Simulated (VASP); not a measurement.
Runs of VASP 6.6.1 on Mo3W. The structure is that of space group Pm-3m (No. 221), or close to it. The cells are those of the table. 

```csv
task,level,cell,k mesh,cutoff (eV),gap on the mesh (eV),pressure (GPa),relaxed volume (Å³/atom)
single point,RPBE,"a = 4.011 Å, 4 atoms",12 × 12 × 12,520,none,3.9,-
relaxation of cell and atoms,PBE,"relaxed from a = 3.889 Å, 4 atoms",4 × 4 × 4,600,none,-0.2,16.26
single point,PBE,"a = 4.018 Å, 4 atoms",4 × 4 × 4,520,none,0.5,-
single point,PBE,"a = 4.011 Å, 4 atoms",12 × 12 × 12,520,none,0.5,-
relaxation of cell and atoms,PBE,"relaxed from a = 4.018 Å, 4 atoms",12 × 12 × 12,600,none,0.0,(a)
```

Alike in all rows: potentials or basis VASP PAW PBE potentials, release 64 (Mo_sv, W_sv); no spin polarisation; smearing gaussian 0.1 eV.

Q: Estimate the missing entries.

A: (a) 16.16.

Caveats: some runs use coarse meshes; spin-orbit coupling is left out, which moves the levels of the heavy elements; the PAW data sets were made with another functional, which shifts forces and pressure a little (some runs).

A k mesh can miss the band edges, and the runs leave out spin-orbit coupling on Mo, W.

A gap of «none» marks levels without a gap at the run's occupations.
